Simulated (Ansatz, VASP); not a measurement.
One calculation of BiSb, two programs

File INCAR:

```
ALGO     = Normal         # electronic algorithm
EDIFF    = 1E-6           # SCF threshold, eV
ENCUT    = 520            # plane-wave cutoff, eV
ISIF     = 2              # what is computed and relaxed
ISMEAR   = -1             # smearing method
LASPH    = T              # aspherical terms in the spheres
LCHARG   = T              # write CHGCAR
LELF     = T              # ELF
LREAL    = F              # projectors in reciprocal space
LVHAR    = T            
LWAVE    = F              # write WAVECAR
NBANDS   = 17             # bands
NELM     = 80             # most SCF steps
PREC     = Accurate       # precision mode
SIGMA    = 0.1            # smearing width, eV
```

The input KPOINTS:

```
k-points
0
Gamma
  12 12 12
```

Contents of POSCAR:

```
BiSb
1.0
    0.0000000000      2.8522776991      2.8522776991
    2.8522776991      0.0000000000      2.8522776991
    2.8522776991      2.8522776991      0.0000000000
Sb Bi
1 1
Direct
    0.0000000000      0.0000000000      0.0000000000
    0.5000000000      0.5000000000      0.5000000000
```

Input for Ansatz:

```yaml
crystal:
  lattice:
    - [0.0, 2.8522776991, 2.8522776991]
    - [2.8522776991, 0.0, 2.8522776991]
    - [2.8522776991, 2.8522776991, 0.0]
  atoms:
    - { symbol: Sb, position: [0.0, 0.0, 0.0] }
    - { symbol: Bi, position: [0.5, 0.5, 0.5] }
kpoints:
  mp_grid: { grid: [12, 12, 12] }
scf:
  occupations: { method: fermi_dirac, width: 0.1 }
hamiltonian:
  xc: lda
  pseudopotentials: { kind: paw }
output:
  forces: true
  stress: true
  eigenvalues: true
```

Change from the starting cell: volume scaled by 0.761, to set the pressure.

Alike in both runs: task single point; functional LDA; k mesh 12 × 12 × 12; occupations fermi-dirac, width 0.1 eV; no spin polarisation.

```csv
,VASP,Ansatz
version,VASP 6.6.1,Ansatz 0.2.0
potentials or method,"VASP PAW LDA potentials, release 64 (Sb, Bi_d)","PAW with Ansatz's default frozen-core files, scalar-relativistic"
plane-wave cutoff (eV),520,420
valence electrons in the cell,20,30
```

VASP gave:

| Quantity | Value |
| --- | --- |
| pressure (GPa) | 31.9 |

Q: Estimate Ansatz's values.

A: Pressure (GPa): 31.4.

LDA's correlation is that of Perdew and Zunger in VASP and of Perdew and Wang (1992) in Ansatz. Both programs put the cell under a high pressure, so it lies far from rest at this level. VASP's potentials hold 20 valence electrons a cell and Ansatz's 30, so a difference there can come from the potentials and not from the codes.

Spin-orbit coupling is off throughout.
